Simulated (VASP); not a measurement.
A run of VASP 6.6.1 is set up as follows.

INCAR

```
PREC = Accurate
ENCUT = 600
EDIFF = 1E-6
ISMEAR = -1
SIGMA = 0.01
LREAL = F
LASPH = T
NELM = 120
ALGO = Normal
ISIF = 2
LWAVE = F
LCHARG = F
GGA = PE
NBANDS = 16
GGA_COMPAT = F
```

Contents of KPOINTS:

```
regular mesh
0
Gamma
  13 13 5
```

POSCAR

```
BN
1.0
    2.4883437615      0.0000000000      0.0000000000
   -1.2441718807      2.1549689108      0.0000000000
    0.0000000000      0.0000000000      6.4954828762
B N
2 2
Direct
    0.3335905386      0.6664094610      0.2500000001
    0.6664094610      0.3335905386      0.7500000004
    0.3342207764      0.6657792232      0.7500000004
    0.6657792232      0.3342207764      0.2500000001
```

Potentials or basis: VASP PAW PBE potentials, release 64 (B, N).

Command:

```bash
$ cat potpaw_PBE.64/B/POTCAR potpaw_PBE.64/N/POTCAR > POTCAR
$ mpirun -np 1 vasp_std > vasp.out
```

**Question.** What does it give for the band gap on the k mesh?

**Answer.** 4.27 eV (least direct gap 4.65 eV).

**Question.** What does it give for the largest force?

**Answer.** 0.217 eV/Å.

**Question.** Estimate the pressure.

**Answer.** 8.4 GPa.

Forces in eV/Å, atoms in the order of the input:
```
B   -0.187  0.108  0.000
B    0.187 -0.108  0.000
N   -0.188  0.108  0.000
N    0.188 -0.108  0.000
```

Caveat: the cell stands under pressure; an odd mesh through Γ misses points on the zone boundary, where band edges can lie; this functional lacks dispersion, which binds the layers, so the pressure and a relaxed spacing across them are unreliable.
